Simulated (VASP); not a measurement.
A run of VASP 6.6.1 is set up as follows.

INCAR

```
SYSTEM = BN
ALGO = Normal ; EDIFF = 1E-7
ENCUT = 520 ; GGA = PE
ISIF = 2 ; ISMEAR = 0
LASPH = .TRUE. ; LCHARG = .FALSE.
LREAL = .FALSE. ; LWAVE = .FALSE.
NBANDS = 11 ; NELM = 80
PREC = Accurate ; SIGMA = 0.05
```

KPOINTS

```
k-points
0
G
  12 12 12
  0 0 0
```

File POSCAR:

```
BN
1.0
    0.0000000000      1.6147002495      2.2831861529
    1.6147002495      0.0000000000      2.2831861529
    1.6147002495      1.6147002495      0.0000000000
B N
1 1
Direct
    0.0000000000      0.0000000000      0.0000000000
    0.7500000000      0.7500000000      0.7500000000
```

Potentials or basis: VASP PAW PBE potentials, release 64 (B, N).

The run is started by

```sh
$ cat potpaw_PBE.64/B/POTCAR potpaw_PBE.64/N/POTCAR > POTCAR
$ mpirun -np 1 vasp_std > vasp.out
```

Q: Predict the pressure.

A: 4.8 GPa.

Q: Estimate the band gap on the k mesh.

A: 0.85 eV, indirect (least direct gap 2.08 eV).

Stress tensor (GPa, compression positive):
```
 106.19    0.00    0.00
   0.00  106.19    0.00
   0.00    0.00 -198.02
```

 A k mesh can miss the band edges.
